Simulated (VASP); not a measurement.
Set up this calculation in VASP 6.6.1, as the native input.

- Task: single point
- Functional: PBE
- Potentials or basis: VASP PAW PBE potentials, release 64 (F, H)
- Cutoff: 520 eV
- k mesh: 1 × 1 × 1
- Occupations: fermi-dirac, width 0.02 eV
- Spin: no spin polarisation
- Dipole correction: no
- Further INCAR settings: ALGO = Normal; EDIFF = 1e-06; NBANDS = 36

The structure of HF lies in POSCAR:

```
HF
1.0
    5.6836090000      0.0000000000      0.0000000000
    0.0000000000      5.6836090000      0.0000000000
    0.0000000000      0.0000000000      5.6836090000
F H
6 6
Direct
    0.3112986836     -0.1021534029      0.3903857567
   -0.2671014139     -0.0060876813      0.7929996592
    0.9022612217      0.1996618698      0.4694552352
    0.3414203898      0.1493593243     -0.0078119378
    0.8089050461      0.6957902980      0.5243499333
    0.3404175058      0.6562555587      0.9779877539
    0.3285588435     -0.0136181078      0.2616295386
   -0.1903368089      0.0945350041      0.6965820485
    0.8521698097      0.3583638494      0.4311345133
    0.4823871593      0.0960129383     -0.1035785537
    0.8168049561      0.7315422296      0.6919547069
    0.3182836821      0.6719850011      1.1318336641
```

These files were run (other wordings do the same):

INCAR

```
SYSTEM = HF
PREC = Accurate
ENCUT = 520
EDIFF = 1E-6
ISMEAR = -1
SIGMA = 0.02
LREAL = .FALSE.
LASPH = .TRUE.
NELM = 80
ALGO = Normal
ISIF = 2
LWAVE = .FALSE.
LCHARG = .FALSE.
GGA = PE
NBANDS = 36
```

KPOINTS

```
Automatic mesh
0
G
  1 1 1
  0 0 0
```

Potentials or basis: VASP PAW PBE potentials, release 64 (F, H).

Launch:

```bash
$ cat potpaw_PBE.64/F/POTCAR potpaw_PBE.64/H/POTCAR > POTCAR
$ mpirun -np 1 vasp_gam > vasp.out
```

It gave:

| Quantity | Value |
| --- | --- |
| Pressure | 2.7 GPa |
| Largest force | 4.447 eV/Å |
| Band gap on the k mesh | 6.25 eV |

Caveat: the k points lie up to 1.11 Å⁻¹ apart.

Run time: 11 s on 1 thread of AMD EPYC 9R45 (Zen 5) (shared host), peak memory 0.2 GiB.
